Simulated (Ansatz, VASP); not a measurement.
## SrTiO3 in VASP and in Ansatz

```xyz
5
Lattice="3.9050 0.0000 0.0000 0.0000 3.9050 0.0000 0.0000 0.0000 3.9050" Properties=species:S:1:pos:R:3 pbc="T T T"
Sr    0.0000    0.0000    0.0000
Ti    1.9525    1.9525    1.9525
O     0.0000    1.9525    1.9525
O     1.9525    0.0000    1.9525
O     1.9525    1.9525    0.0000
```

Alike in both runs: task single point; functional PBEsol; k mesh 7 × 7 × 7; occupations fermi-dirac, width 0.05 eV; no spin polarisation.

|  | VASP | Ansatz |
| --- | --- | --- |
| version | VASP 6.6.1 | Ansatz 0.2.0 |
| potentials or method | VASP PAW PBE potentials, release 64 (Sr_sv, Ti_sv, O), cutoff 520 eV | all-electron LAPW, scalar-relativistic |

Ansatz gave:

```
gap on the k mesh at the Fermi level (eV) : 1.89
pressure (GPa)                            : -2.0
```

**Question.** Which values does VASP return?

**Answer.** gap on the k mesh at the Fermi level (eV): 1.87; pressure (GPa): -1.3.

VASP's potentials were made for PBE, not for PBEsol. Ansatz ran all-electron here, and VASP with PAW potentials.
